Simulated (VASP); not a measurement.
Runs of VASP 6.6.1 on Si2Mo (AlB2 type). The structure is that of space group P6/mmm (No. 191), or close to it. The cells are those of the table. 

| task | cell | cutoff (eV) | gap on the mesh (eV) | pressure (GPa) |
| --- | --- | --- | --- | --- |
| single point | a = 3.963, b = 3.963, c = 2.467 Å, angles 90.0, 90.0, 120.0°, 3 atoms | 520 | none | 63.2 |
| single point | a = 4.209, b = 4.209, c = 2.570 Å, angles 90.0, 90.0, 120.0°, 3 atoms | 520 | none | 12.3 |
| single point | a = 4.309, b = 4.309, c = 2.609 Å, angles 90.0, 90.0, 120.0°, 3 atoms | 520 | none | 0.1 |
| single point | a = 4.106, b = 4.106, c = 2.529 Å, angles 90.0, 90.0, 120.0°, 3 atoms | 520 | none | (a) |
| relaxation of shape and atoms at fixed volume | relaxed from a = 4.221, b = 4.221, c = 2.556 Å, angles 90.0, 90.0, 120.0°, 3 atoms | 600 | none | 12.3 |

Alike in all rows: level PBE; potentials or basis VASP PAW PBE potentials, release 64 (Mo_sv, Si); no spin polarisation; k mesh 9 × 9 × 7; smearing fermi-dirac 0.08 eV.

**Question.** Estimate the missing entries.

**Answer.** (a) 29.4.

Caveats: some runs use coarse meshes; the cell stands under pressure (at least some runs).

A k mesh can miss the band edges, and the runs leave out spin-orbit coupling on Mo.

A gap of «none» marks levels without a gap at the run's occupations.
